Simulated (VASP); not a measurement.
Wanted: the native input for a VASP 6.6.1 run.

| Item | Value |
| --- | --- |
| Task | single point |
| Functional | PBE |
| Potentials or basis | VASP PAW PBE potentials, release 64 (C) |
| Cutoff | 520 eV |
| k mesh | 6 × 6 × 6 |
| Occupations | gaussian, width 0.05 eV |
| Spin | no spin polarisation |
| Dipole correction | no |
| Further INCAR settings | LREAL = Auto; ALGO = Normal; EDIFF = 1e-07; NBANDS = 43 |

The structure of C (a cell with a defect) lies in POSCAR:

```
C
1.0
    3.5715485858      0.0000000000     -3.5715485858
    0.0000000000      3.5715485858     -3.5715485858
    3.5715485858      3.5715485858      0.0000000000
C
15
Direct
    0.2500000000      0.2500000000      0.2500000000
    0.2500000000      0.7500000000      0.7500000000
    0.2500000000      0.7500000000      0.2500000000
    0.7500000000      0.2500000000      0.7500000000
    0.7500000000      0.2500000000      0.2500000000
    0.7500000000      0.7500000000      0.7500000000
    0.7500000000      0.7500000000      0.2500000000
    0.1250000000      0.1250000000      0.1250000000
    0.1250000000      0.1250000000      0.6250000000
    0.1250000000      0.6250000000      0.1250000000
    0.0762360239      0.5312500000      0.6962569881
    0.6250000000      0.1250000000      0.1250000000
    0.6250000000      0.1250000000      0.6250000000
    0.6250000000      0.6250000000      0.1250000000
    0.6250000000      0.6250000000      0.6250000000
```

This cell differs from its parent crystal: atoms taken out, atom 11 moved 0.250 of the way to it and +0.350 Å across, host rigid.

These files were run (other wordings do the same):

INCAR

```
ALGO = Normal ; EDIFF = 1E-7
ENCUT = 520 ; GGA = PE
ISIF = 2 ; ISMEAR = 0
LASPH = True ; LCHARG = False
LREAL = Auto ; LWAVE = False
NBANDS = 43 ; NELM = 60
PREC = Accurate ; SIGMA = 0.05
```

KPOINTS

```
k-points
0
Gamma
  6 6 6
```

Potentials or basis: VASP PAW PBE potentials, release 64 (C).

Launch:

```bash
$ cat potpaw_PBE.64/C/POTCAR > POTCAR
$ mpirun -np 1 vasp_std > vasp.out
```

Results of the run:

The pressure is -5.1 GPa and the largest force is 8.135 eV/Å. The band gap on the k mesh is zero (bands 30 and 31 overlap by 1.71 eV).

Caveat: the cell differs from its parent crystal (atoms taken out, atom 11 moved 0.250 of the way to it and +0.350 Å across, host rigid).

It took 17 min on 1 thread of Intel Xeon 8259CL (shared host), peak memory 0.32 GiB.
